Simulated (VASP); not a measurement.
Input of a VASP 6.6.1 run:

File INCAR:

```
SYSTEM = K
ALGO = Normal
EDIFF = 1E-7
ENCUT = 520
GGA = PS
ISIF = 2
ISMEAR = -1
LASPH = .True.
LCHARG = .False.
LREAL = .False.
LWAVE = .False.
NBANDS = 10
NELM = 80
PREC = Accurate
SIGMA = 0.08
```

The input KPOINTS:

```
k-points
0
Gamma
  10 10 10
  0 0 0
```

Contents of POSCAR:

```
K
1.0
   -2.6180000000      2.6180000000      2.6180000000
    2.6180000000     -2.6180000000      2.6180000000
    2.6180000000      2.6180000000     -2.6180000000
K
1
Direct
    0.0000000000      0.0000000000      0.0000000000
```

Potentials or basis: VASP PAW PBE potentials, release 64 (K_sv).

Launch:

```bash
$ cat potpaw_PBE.64/K_sv/POTCAR > POTCAR
$ mpirun -np 1 vasp_std > vasp.out
```

Question: What does it give for the band gap on the k mesh?

Answer: Zero (an odd number of electrons rules out a gap without spin polarisation).

Question: Predict the pressure.

Answer: 0.0 GPa.

Caveat: the PAW data sets were made with another functional, which shifts forces and pressure a little.
